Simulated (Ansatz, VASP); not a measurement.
## One calculation of ScAl3, two programs

INCAR

```
ALGO = Fast
EDIFF = 1E-6
ENCUT = 520
GGA = PE
ISIF = 2
ISMEAR = 0
LASPH = T
LCHARG = F
LREAL = F
LWAVE = F
NBANDS = 18
NELM = 100
PREC = Accurate
SIGMA = 0.15
```

The input KPOINTS:

```
k-points
0
Gamma
  12 12 12
```

File POSCAR:

```
ScAl3
1.0
    4.2695438197      0.0000000000      0.0000000000
    0.0000000000      4.2695438197      0.0000000000
    0.0000000000      0.0000000000      4.2695438197
Sc Al
1 3
Direct
    0.0000000000      0.0000000000      0.0000000000
    0.5000000000      0.0000000000      0.5000000000
    0.0000000000      0.5000000000      0.5000000000
    0.5000000000      0.5000000000      0.0000000000
```

Input for Ansatz:

```yaml
crystal:
  lattice:
    - [4.2695438197, 0.0, 0.0]
    - [0.0, 4.2695438197, 0.0]
    - [0.0, 0.0, 4.2695438197]
  atoms:
    - { symbol: Sc, position: [0.0, 0.0, 0.0] }
    - { symbol: Al, position: [0.5, 0.0, 0.5] }
    - { symbol: Al, position: [0.0, 0.5, 0.5] }
    - { symbol: Al, position: [0.5, 0.5, 0.0] }
basis:
  ecutwfc: 420
kpoints:
  mp_grid: { grid: [12, 12, 12] }
hamiltonian:
  xc: pbe
scf:
  occupations: { method: gaussian, width: 0.15 }
output:
  forces: true
  stress: true
  eigenvalues: true
  write_density: true
  write_potential: true
  elf: true
  volumetric_format: npy
```

Change from the starting cell: strain +0.040 along x and y, +0.040 along z, atoms carried along.

Alike in both runs: task single point; functional PBE; k mesh 12 × 12 × 12; occupations gaussian, width 0.15 eV; no spin polarisation.

|  | VASP | Ansatz |
| --- | --- | --- |
| version | VASP 6.6.1 | Ansatz 0.2.0 |
| potentials or method | VASP PAW PBE potentials, release 64 (Sc_sv, Al), cutoff 520 eV | scalar-relativistic, plane waves, PAW |
| valence electrons in the cell | 20 | 20 |

```tsv
	VASP	Ansatz	Ansatz less VASP
gap on the k mesh at the Fermi level (eV)	none	none	-
pressure (GPa)	-7.9	-7.9	-0.02
```

A gap of «none» marks a metal or a gap that the smearing closes.
